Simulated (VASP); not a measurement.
Write the native input for VASP 6.6.1 that does the following.

```
Task                   : single point
Functional             : r2SCAN
Potentials or basis    : VASP PAW PBE potentials, release 64 (Zn)
Cutoff                 : 520 eV
k mesh                 : 18 × 18 × 10
Occupations            : gaussian, width 0.1 eV
Spin                   : no spin polarisation
Dipole correction      : no
Further INCAR settings : ALGO = Normal; EDIFF = 1e-06; NBANDS = 19
```

The system is Zn.

```xyz
2
Lattice="2.5316 0.0000 0.0000 -1.2658 2.1924 0.0000 0.0000 0.0000 4.1707" Properties=species:S:1:pos:R:3 pbc="T T T"
Zn    0.0000    1.4616    1.0427
Zn    1.2658    0.7308    3.1280
```

These files were run (other wordings do the same):

POSCAR

```
Zn
1.0
    2.5316039253      0.0000000000      0.0000000000
   -1.2658019626      2.1924333117      0.0000000000
    0.0000000000      0.0000000000      4.1706636220
Zn
2
Direct
    0.3333333333      0.6666666667      0.2500000000
    0.6666666667      0.3333333333      0.7500000000
```

INCAR.step1

```
SYSTEM = Zn
ALGO = Normal
EDIFF = 1E-4
ENCUT = 520
GGA = PE
ISMEAR = 0
LASPH = .True.
LCHARG = .False.
LREAL = .False.
LWAVE = .True.
NBANDS = 19
NELM = 80
PREC = Accurate
SIGMA = 0.1
```

INCAR.step2

```
SYSTEM = Zn
ALGO = Normal
EDIFF = 1E-6
ENCUT = 520
ISIF = 2
ISMEAR = 0
ISTART = 1
LASPH = .True.
LCHARG = .False.
LMIXTAU = .True.
LREAL = .False.
LWAVE = .False.
METAGGA = R2SCAN
NBANDS = 19
NELM = 80
PREC = Accurate
SIGMA = 0.1
```

KPOINTS

```
k-points
0
Gamma
  18 18 10
  0 0 0
```

Potentials or basis: VASP PAW PBE potentials, release 64 (Zn).

The run is started by

```sh
$ cat potpaw_PBE.64/Zn/POTCAR > POTCAR
$ cp INCAR.step1 INCAR
$ mpirun -np 1 vasp_std > vasp.out
$ cp INCAR.step2 INCAR
$ mpirun -np 1 vasp_std > vasp.out
```

It gave:

* Pressure: 31.1 GPa
* Band gap on the k mesh: zero (band 12 reaches 7.15 eV, above the bottom of band 13 at 4.21 eV)

Caveat: the PAW data sets were made with another functional, which shifts forces and pressure a little.

It took 2.3 min on 1 thread of Intel(R) Xeon(R) 6975P-C (Granite Rapids), on a shared host, peak memory 0.2 GiB.
